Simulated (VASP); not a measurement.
A run of VASP 6.6.1 is set up as follows.

POSCAR

```
AgI
1.0
    0.0000000000      3.2214422890      3.2214422890
    3.2214422890      0.0000000000      3.2214422890
    3.2214422890      3.2214422890      0.0000000000
Ag I
1 1
Direct
    0.0000000000      0.0000000000      0.0000000000
    0.2500000000      0.2500000000      0.2500000000
```

INCAR.step1

```
PREC = Accurate
ENCUT = 550
ISMEAR = 0
SIGMA = 0.01
LREAL = False
LASPH = True
NELM = 120
NBANDS = 16
GGA = PE
ALGO = Normal
EDIFF = 1E-5
LWAVE = True
LCHARG = False
GGA_COMPAT = False
```

File INCAR.step2:

```
PREC = Accurate
ENCUT = 550
EDIFF = 1E-6
ISMEAR = 0
SIGMA = 0.01
LREAL = False
LASPH = True
NELM = 120
ALGO = Normal
ISIF = 2
LWAVE = False
LCHARG = False
METAGGA = R2SCAN
LMIXTAU = True
NBANDS = 16
ISTART = 1
GGA_COMPAT = False
```

KPOINTS

```
Automatic mesh
0
Gamma
  6 6 6
```

Potentials or basis: VASP PAW PBE potentials, release 64 (Ag, I).

Run with:

```sh
$ cat potpaw_PBE.64/Ag/POTCAR potpaw_PBE.64/I/POTCAR > POTCAR
$ cp INCAR.step1 INCAR
$ mpirun -np 1 vasp_std > vasp.out
$ cp INCAR.step2 INCAR
$ mpirun -np 1 vasp_std > vasp.out
```

Task: Estimate the pressure.

Result: 2.0 GPa.

Task: Estimate the band gap on the k mesh.

Result: 1.79 eV, direct.

Caveat: the PAW data sets were made with another functional, which shifts forces and pressure a little; spin-orbit coupling is left out, which moves the levels of the heavy elements.
